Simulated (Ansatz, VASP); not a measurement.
## SiGe2 in VASP and in Ansatz

```
Si Ge
1.0
     2.81072    0.00000    0.00000
    -1.40536    2.43416    0.00000
     0.00000    0.00000    7.86758
Si Ge
1 2
Direct
  0.00000 0.00000 0.00000
  0.00000 0.00000 0.32808
  0.00000 0.00000 0.67192
```

Alike in both runs: functional PBE; k mesh 18 × 18 × 6; occupations gaussian, width 0.1 eV; no spin polarisation.

Ansatz relaxed the structure, and its values are those at the end. VASP's run is a single point on that final structure, the one shown.

|  | VASP | Ansatz |
| --- | --- | --- |
| version | VASP 6.6.1 | Ansatz 0.2.0 |
| potentials or method | VASP PAW PBE potentials, release 64 (Si, Ge_d), cutoff 520 eV | scalar-relativistic, plane waves, PAW |
| valence electrons in the cell | 32 | 32 |

|  | VASP | Ansatz | Ansatz less VASP |
| --- | --- | --- | --- |
| gap on the k mesh at the Fermi level (eV) | none | none | - |
| pressure (GPa) | 0.0 | 0.0 | +0.03 |

A gap of «none» marks a metal or a gap that the smearing closes.
